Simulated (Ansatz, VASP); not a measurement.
## Ti: VASP beside Ansatz

```xyz
1
Lattice="-1.5754 1.5754 1.5754 1.5754 -1.5754 1.5754 1.5754 1.5754 -1.5754" Properties=species:S:1:pos:R:3 pbc="T T T"
Ti    0.0000    0.0000    0.0000
```

Change from the starting cell: strain -0.040 along x and y, -0.040 along z, atoms carried along.

Alike in both runs: task single point; functional PBE; k mesh 14 × 14 × 14; occupations gaussian, width 0.15 eV; no spin polarisation.

```csv
,VASP,Ansatz
version,VASP 6.6.1,Ansatz 0.2.0
potentials or method,"VASP PAW PBE potentials, release 64 (Ti_sv), cutoff 500 eV","scalar-relativistic, plane waves, PAW"
valence electrons in the cell,12,12
```

|  | VASP | Ansatz | Ansatz less VASP |
| --- | --- | --- | --- |
| gap on the k mesh at the Fermi level (eV) | none | none | - |
| pressure (GPa) | 11.9 | 12.4 | +0.46 |

A gap of «none» marks a metal or a gap that the smearing closes.
